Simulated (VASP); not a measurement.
Here is a VASP 6.6.1 calculation.

INCAR

```
ALGO     = Normal         # electronic algorithm
EDIFF    = 1E-6           # SCF threshold, eV
ENCUT    = 520            # plane-wave cutoff, eV
GGA      = PE             # functional
ISIF     = 2              # what is computed and relaxed
ISMEAR   = -1             # smearing method
LASPH    = True           # aspherical terms in the spheres
LCHARG   = False          # write CHGCAR
LREAL    = False          # projectors in reciprocal space
LWAVE    = False          # write WAVECAR
NBANDS   = 20             # bands
NELM     = 60             # most SCF steps
PREC     = Accurate       # precision mode
SIGMA    = 0.1            # smearing width, eV
```

The input KPOINTS:

```
k-points
0
Gamma
  9 9 9
```

POSCAR

```
MoS2
1.0
    1.5800000000      0.9122134300      6.1500000000
   -1.5800000000      0.9122134300      6.1500000000
    0.0000000000     -1.8244268500      6.1500000000
Mo S
1 2
Direct
    0.0316455696     -0.0316455696      0.0000000000
    0.2500000000      0.2500000000      0.2500000000
    0.4170000000      0.4170000000      0.4170000000
```

Potentials or basis: VASP PAW PBE potentials, release 64 (Mo_sv, S).

Run with:

```sh
$ cat potpaw_PBE.64/Mo_sv/POTCAR potpaw_PBE.64/S/POTCAR > POTCAR
$ mpirun -np 1 vasp_std > vasp.out
```

Q: Predict the pressure.

A: 5.9 GPa.

Q: Estimate the largest force.

A: 2.117 eV/Å.

Q: Estimate the band gap on the k mesh.

A: 0.95 eV (least direct gap 1.61 eV).

Stress tensor (GPa, compression positive):
```
 4.84 -2.29 -0.03
-2.29  4.98  0.00
-0.03  0.00  7.86
```

Caveat: the cell stands under pressure; an odd mesh through Γ misses points on the zone boundary, where band edges can lie; forces of over 1 eV/Å act on the atoms, so gaps and moduli don't describe the material at rest. A hybrid or GW would open this gap; PBE tends to underestimate it.
